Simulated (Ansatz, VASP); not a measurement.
## BN: VASP beside Ansatz

```
CELL_PARAMETERS angstrom
4.53020 0.00000 0.00000
0.00000 4.53020 0.00000
0.00000 0.00000 2.53803
ATOMIC_POSITIONS crystal
B 0.17413 0.82587 0.50000
B 0.32587 0.32587 0.00000
B 0.67413 0.67413 0.00000
B 0.82587 0.17413 0.50000
N 0.81239 0.81239 0.50000
N 0.31239 0.68761 0.00000
N 0.68761 0.31239 0.00000
N 0.18761 0.18761 0.50000
```

Alike in both runs: task single point; functional PBEsol; k mesh 6 × 6 × 10; occupations gaussian, width 0.05 eV; no spin polarisation.

```csv
,VASP,Ansatz
version,VASP 6.6.1,Ansatz 0.2.0
potentials or method,"VASP PAW PBE potentials, release 64 (B, N), cutoff 520 eV","scalar-relativistic, plane waves, PAW"
valence electrons in the cell,32,32
```

|  | VASP | Ansatz | Ansatz less VASP |
| --- | --- | --- | --- |
| gap on the k mesh at the Fermi level (eV) | 4.67 | 4.69 | +0.010 |
| least direct gap on the mesh (eV) | 5.76 | 5.77 | +0.010 |
| pressure (GPa) | -17.8 | -18.3 | -0.47 |
| traceless stress, the component that is largest in VASP (GPa) | 13.63 | 13.40 | -0.229 |
| rms of the force components (eV/Å) | 0.125 | 0.122 | -0.0030 |

VASP's potentials were made for PBE, not for PBEsol, and Ansatz warns of the same on its side. Atom by atom the forces differ by 0.007 eV/Å (rms over components).
